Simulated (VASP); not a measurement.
Runs of VASP 6.6.1 on SnSe. The structure is that of space group Fm-3m (No. 225), or close to it. The cells are those of the table. 

```csv
task,cell,k mesh,cutoff (eV),smearing,gap on the mesh (eV),pressure (GPa)
relaxation of cell and atoms,"relaxed to 2 GPa from a = 4.259 Å, angles 60.0°, 2 atoms",10 × 10 × 10,600,gaussian 0.02 eV,(a),2.0
relaxation of cell and atoms,"relaxed to 40 GPa from a = 3.845 Å, angles 60.0°, 2 atoms",12 × 12 × 12,600,gaussian 0.01 eV,none,40.0
relaxation of cell and atoms,"relaxed to 20 GPa from a = 3.970 Å, angles 60.0°, 2 atoms",12 × 12 × 12,600,gaussian 0.02 eV,0.11,20.0
relaxation of cell and atoms,"relaxed from a = 4.257 Å, angles 60.0°, 2 atoms",10 × 10 × 10,600,gaussian 0.02 eV,0.49,0.0
single point,"a = 4.286 Å, angles 60.0°, 2 atoms",10 × 10 × 10,520,gaussian 0.02 eV,0.49,0.0
```

Alike in all rows: level PBE; potentials or basis VASP PAW PBE potentials, release 64 (Sn_d, Se); no spin polarisation.

Problem. Fill in the values left out.

Solution. (a) 0.52.

Caveats: spin-orbit coupling is left out, which moves the levels of the heavy elements; the cell is relaxed towards a set pressure, so the enthalpy falls and the energy may rise (some runs).

A k mesh can miss the band edges, and the runs leave out spin-orbit coupling on Se, Sn.

A gap of «none» marks levels without a gap at the run's occupations.
